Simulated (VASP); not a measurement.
Wanted: the native input for a VASP 6.6.1 run.

* Task: single point
* Functional: LDA
* Potentials or basis: VASP PAW LDA potentials, release 64 (C)
* Cutoff: 520 eV
* k mesh: 16 × 16 × 16
* Occupations: gaussian, width 0.03 eV
* Spin: no spin polarisation
* Dipole correction: no
* Further INCAR settings: ALGO = Normal; EDIFF = 1e-07; NBANDS = 11

The structure of C lies in POSCAR:

```
C
1.0
    0.0251981193      2.1166507492      3.3597492418
    1.2479827870      0.0000000000      3.3689201268
    1.2227846677      2.1166507492      0.0091708850
C
2
Direct
    0.1667065656      0.8332934344      0.1667065656
    0.8332934344      0.1667065656      0.8332934344
```

This cell differs from its parent crystal: strain +0.0150 x Voigt [0, 0, 0, 0, 1, 0].

These files were run (other wordings do the same):

INCAR

```
SYSTEM = C
PREC = Accurate
ENCUT = 520
EDIFF = 1E-7
ISMEAR = 0
SIGMA = 0.03
LREAL = .False.
LASPH = .True.
NELM = 100
ALGO = Normal
ISIF = 2
LWAVE = .False.
LCHARG = .False.
NBANDS = 11
```

KPOINTS

```
regular mesh
0
Gamma
  16 16 16
  0 0 0
```

Potentials or basis: VASP PAW LDA potentials, release 64 (C).

Launch:

```sh
$ cat potpaw_LDA.64/C/POTCAR > POTCAR
$ mpirun -np 1 vasp_std > vasp.out
```

Results of the run:

| Property | Result |
| --- | --- |
| Pressure | 0.8 GPa |
| Largest force | 0.024 eV/Å |

Caveat: the cell differs from its parent crystal (strain +0.0150 x Voigt [0, 0, 0, 0, 1, 0]).

Run time: 3.3 min on 1 thread of Intel(R) Xeon(R) Platinum 8375C CPU @ 2.90GHz (Ice Lake) (shared host), peak memory 0.26 GiB.
